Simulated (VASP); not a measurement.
## TiAl: single point with PBEsol

Crystal: TiAl.

```
Ti Al
1.0
     0.00000   -3.15608    0.00000
     0.00000    0.00000   -3.15608
     9.46823   -0.26301   -0.26301
Ti Al
3 3
Direct
  0.93750 0.93750 0.75000
  0.99306 0.99306 0.08333
  0.96528 0.96528 0.41667
  0.42361 0.42361 0.91667
  0.47917 0.47917 0.25000
  0.45139 0.45139 0.58333
```

This cell differs from its parent crystal: the part above a cut slid along it.

```json
{"Program": "VASP 6.6.1", "Task": "single point", "Functional": "PBEsol", "Potentials or basis": "VASP PAW PBE potentials, release 64 (Ti_sv, Al)", "Cutoff": "520 eV", "k mesh": "14 × 14 × 5", "Occupations": "gaussian, width 0.15 eV", "Spin": "no spin polarisation", "Dipole correction": "no", "Further INCAR settings": "ALGO = Fast; EDIFF = 1e-06; NBANDS = 32"}
```

* Pressure: 1.1 GPa
* Largest force: 1.541 eV/Å
* Band gap on the k mesh: zero (an odd number of electrons rules out a gap without spin polarisation)

Forces on the atoms (eV/Å):
```
Ti   0.102 -0.016 -0.016
Ti   0.420  1.036  1.036
Ti   0.037 -0.019 -0.019
Al  -0.554 -1.017 -1.017
Al   0.006 -0.007 -0.007
Al  -0.011  0.022  0.022
```

Stress tensor (GPa, compression positive):
```
1.54 2.50 2.50
2.50 0.85 1.48
2.50 1.48 0.85
```

Levels at points of the mesh, in eV from the Fermi level:
```csv
k point,band 18,band 19,band 20,band 21,band 22,band 23,band 24,band 25,band 26,band 27
"(0.00, 0.00, 0.00)",-1.46,-1.46,-0.87,-0.82,0.42,0.45,0.47,0.56,1.74,1.82
"(0.50, 0.00, 0.00)",-3.47,-1.53,-1.49,-0.55,-0.53,-0.49,0.07,0.26,0.55,0.63
"(0.50, 0.50, 0.00)",-2.90,-2.87,-2.06,-2.04,-1.45,0.42,0.72,0.83,0.94,1.72
```

Run time: 29 min on 1 thread of Intel(R) Xeon(R) Platinum 8259CL CPU @ 2.50GHz (Skylake/Cascade Lake), with other jobs on the host, peak memory 0.67 GiB.

Caveat: the cell differs from its parent crystal (the part above a cut slid along it); the PAW data sets were made with another functional, which shifts forces and pressure a little.
